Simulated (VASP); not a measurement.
NaF:

```
CELL_PARAMETERS angstrom
0.00000 2.28589 2.28589
2.28589 0.00000 2.28589
2.28589 2.28589 0.00000
ATOMIC_POSITIONS crystal
Na 0.00000 0.00000 0.00000
F 0.50000 0.50000 0.50000
```

Base run:

```yaml
Program: VASP 6.6.1
Functional: PBEsol
Potentials_or_basis: VASP PAW PBE potentials, release 64 (Na_pv, F)
Cutoff: 600 eV
k_mesh: 8 × 8 × 8
Occupations: gaussian, width 0.1 eV
Spin: no spin polarisation
```

Its results: band gap on the k mesh 6.38 eV, direct; pressure 1.9 GPa.

Q: The run is repeated on the same cell with these changes: functional from PBEsol to revPBE. What comes out?

A: Band gap on the k mesh 6.81 eV, direct; pressure 7.6 GPa.

revPBE binds less tightly than PBEsol, so the same cell stands under more pressure.

Caveats: the PAW data sets were made with another functional, which shifts forces and pressure a little.

